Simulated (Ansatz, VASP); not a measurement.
## SnTe in VASP and in Ansatz

```
Sn Te
1.0
     0.00000    3.15085    3.15085
     3.15085    0.00000    3.15085
     3.15085    3.15085    0.00000
Sn Te
1 1
Direct
  0.00000 0.00000 0.00000
  0.50000 0.50000 0.50000
```

Alike in both runs: task relaxation of cell and atoms; functional PBEsol; k mesh 10 × 10 × 10; occupations fermi-dirac, width 0.1 eV; no spin polarisation.

|  | VASP | Ansatz |
| --- | --- | --- |
| version | VASP 6.6.1 | Ansatz 0.2.0 |
| potentials or method | VASP PAW PBE potentials, release 64 (Sn_d, Te) | PAW with Ansatz's default frozen-core files, scalar-relativistic |
| plane-wave cutoff (eV) | 600 | 420 |
| valence electrons in the cell | 20 | 30 |

VASP gave:

| Item | Value |
| --- | --- |
| relaxed volume (Å³/atom) | 31.10 |
| relaxed cell length with the largest relative difference (Å) | 4.447 |

Question: What did Ansatz give for the same quantities?

Answer: Relaxed volume (Å³/atom): 31.08; relaxed cell length with the largest relative difference (Å): 4.446.

VASP's potentials were made for PBE, not for PBEsol. VASP's potentials hold 20 valence electrons a cell and Ansatz's 30, so a difference there can come from the potentials and not from the codes.

Neither program's run includes spin-orbit coupling.
